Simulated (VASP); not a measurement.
The system is PbS.

```
CELL_PARAMETERS angstrom
3.65194 0.00000 0.00000
0.00000 3.65194 0.00000
0.00000 0.00000 3.65194
ATOMIC_POSITIONS crystal
Pb 0.00000 0.00000 0.00000
S 0.50000 0.50000 0.50000
```

```yaml
Program: VASP 6.6.1
Task: relaxation of cell and atoms
Functional: LDA
Potentials_or_basis: VASP PAW LDA potentials, release 64 (Pb_d, S)
Cutoff: 600 eV
k_mesh: 6 × 6 × 6
Occupations: fermi-dirac, width 0.02 eV
Spin: no spin polarisation
```

At the start: pressure -4.8 GPa; volume 24.35 Å³/atom.

**Question.** How do energy, volume and symmetry change on relaxing?

**Answer.** Over 9 steps the energy falls by 35.2 meV/atom and the volume is 22.18 Å³/atom (-8.9 %); space group Pm-3m (No. 221, to 0.05 Å).

Step by step:
| step | energy change (eV) | largest force (eV/Å) | pressure (GPa) | volume (Å³) |
| --- | --- | --- | --- | --- |
| 1 | 0.0000 | 0.0000 | -4.82 | 48.70 |
| 2 | -0.0682 | 0.0000 | 1.11 | 43.72 |
| 3 | -0.0703 | 0.0000 | -0.14 | 44.42 |
| 4 | -0.0703 | 0.0000 | -0.06 | 44.34 |
| 5 | -0.0703 | 0.0000 | 0.08 | 44.25 |
| 6 | -0.0703 | 0.0000 | 0.08 | 44.32 |
| 7 | -0.0701 | 0.0000 | -0.30 | 44.54 |
| 8 | -0.0703 | 0.0000 | -0.05 | 44.37 |
| 9 | -0.0703 | 0.0000 | -0.03 | 44.35 |

Final structure:
```cif
data_structure
_symmetry_space_group_name_H-M 'P 1'
_symmetry_Int_Tables_number 1
_cell_length_a 3.5398
_cell_length_b 3.5398
_cell_length_c 3.5398
_cell_angle_alpha 90.000
_cell_angle_beta 90.000
_cell_angle_gamma 90.000
_cell_volume 44.35
loop_
_atom_site_label
_atom_site_type_symbol
_atom_site_fract_x
_atom_site_fract_y
_atom_site_fract_z
_atom_site_occupancy
Pb1 Pb 0.00000 0.00000 0.00000 1
S1 S 0.50000 0.50000 0.50000 1
```
